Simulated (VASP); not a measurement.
Input of a VASP 6.6.1 run:

The input POSCAR:

```
AlCo3
1.0
    3.5738769801      0.0000000000      0.0000000000
    0.0000000000      3.5738769801      0.0000000000
    0.0000000000      0.0000000000      3.5738769801
Al Co
1 3
Direct
    0.0000000000      0.0000000000      0.0000000000
    0.5000000000      0.5000000000      0.0000000000
    0.5000000000      0.0000000000      0.5000000000
    0.0000000000      0.5000000000      0.5000000000
```

Contents of INCAR.step1:

```
SYSTEM = AlCo3
PREC     = Accurate       ! precision mode
ENCUT    = 520            ! plane-wave cutoff, eV
ISMEAR   = 0              ! smearing method
SIGMA    = 0.1            ! smearing width, eV
LREAL    = .False.        ! projectors in reciprocal space
LASPH    = .True.         ! aspherical terms in the spheres
NELM     = 150            ! most SCF steps
ISPIN    = 2              ! spin polarisation
MAGMOM   = 0 1.76 1.76 1.76 ! initial moments
LMAXMIX  = 4              ! l up to which the mixer works
NBANDS   = 27             ! bands
GGA      = PE             ! functional
ALGO     = Normal         ! electronic algorithm
EDIFF    = 1E-4           ! SCF threshold, eV
LWAVE    = .True.         ! write WAVECAR
LCHARG   = .False.        ! write CHGCAR
```

Contents of INCAR.step2:

```
SYSTEM = AlCo3
PREC     = Accurate       ! precision mode
ENCUT    = 520            ! plane-wave cutoff, eV
EDIFF    = 1E-6           ! SCF threshold, eV
ISMEAR   = 0              ! smearing method
SIGMA    = 0.1            ! smearing width, eV
LREAL    = .False.        ! projectors in reciprocal space
LASPH    = .True.         ! aspherical terms in the spheres
NELM     = 150            ! most SCF steps
ALGO     = Normal         ! electronic algorithm
ISIF     = 2              ! what is computed and relaxed
LWAVE    = .False.        ! write WAVECAR
LCHARG   = .False.        ! write CHGCAR
ISPIN    = 2              ! spin polarisation
MAGMOM   = 0 1.76 1.76 1.76 ! initial moments
LORBIT   = 11             ! projections on sites
LMAXMIX  = 4              ! l up to which the mixer works
METAGGA  = R2SCAN         ! meta-GGA
LMIXTAU  = .True.       
IVDW     = 12             ! dispersion correction
VDW_S6   = 1.0          
VDW_S8   = 0.78981345   
VDW_A1   = 0.49484001   
VDW_A2   = 5.73083694   
NBANDS   = 27             ! bands
ISTART   = 1
```

The input KPOINTS:

```
Automatic mesh
0
Gamma
  12 12 12
  0 0 0
```

Potentials or basis: VASP PAW PBE potentials, release 64 (Al, Co).

The run is started by

```sh
$ cat potpaw_PBE.64/Al/POTCAR potpaw_PBE.64/Co/POTCAR > POTCAR
$ cp INCAR.step1 INCAR
$ mpirun -np 1 vasp_std > vasp.out
$ cp INCAR.step2 INCAR
$ mpirun -np 1 vasp_std > vasp.out
```

(1) What does it give for the pressure?

(2) Estimate the net moment.

(3) Estimate the dispersion energy per atom.

(4) What does it give for the site moments?

Answers

(1) -1.3 GPa.

(2) 4.49 μB per cell.

(3) -0.196 eV.

(4) Al -0.04; Co +1.57 μB.

Caveat: three body term missing; the PAW data sets were made with another functional, which shifts forces and pressure a little; pairwise dispersion overbinds metals, which lowers pressure and volume.
